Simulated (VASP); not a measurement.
# LiF: single point with LDA

Crystal: LiF.

```
CELL_PARAMETERS angstrom
3.06094 0.00000 0.00000
-1.53047 2.65085 0.00000
0.00000 0.00000 4.80732
ATOMIC_POSITIONS crystal
Li 0.35164 0.61665 0.38115
Li 0.68497 0.28332 0.88115
F 0.33333 0.66667 0.99384
F 0.66667 0.33333 0.49384
```

This cell differs from its parent crystal: all Li atoms moved +0.188 Å, as atom 1 along Cartesian [1 -1 0].

```yaml
Program: VASP 6.6.1
Task: single point
Functional: LDA
Potentials_or_basis: VASP PAW LDA potentials, release 64 (Li_sv, F)
Cutoff: 520 eV
k_mesh: 9 × 9 × 6
Occupations: gaussian, width 0.05 eV
Spin: no spin polarisation
```

| Quantity | Value |
| --- | --- |
| Largest force | 1.052 eV/Å |
| Band gap on the k mesh | 7.50 eV, direct |

Forces on the atoms (eV/Å):
```
Li  -0.856  0.574 -0.211
Li  -0.287  0.565 -0.157
F    0.290 -0.565  0.156
F    0.853 -0.574  0.212
```

Levels at points of the mesh, in eV from the valence-band top:
```
           k point  band 6  band 7  band 8  band 9  band 10  band 11  band 12  band 13  band 14  band 15
(0.00, 0.00, 0.00)   -0.65   -0.62   -0.19   -0.15     0.00     7.50    11.72    14.86    18.10    18.19
(0.00, 0.00, 0.50)   -1.27   -0.58   -0.55   -0.21    -0.19     9.20     9.21    17.04    17.09    18.05
```

It took 56 s on 1 thread of Intel(R) Xeon(R) Platinum 8488C (Sapphire Rapids) (shared host), peak memory 0.23 GiB.

Caveat: the cell differs from its parent crystal (all Li atoms moved +0.188 Å, as atom 1 along Cartesian [1 -1 0]); forces of over 1 eV/Å act on the atoms, so gaps and moduli don't describe the material at rest. A k mesh can miss the band edges.
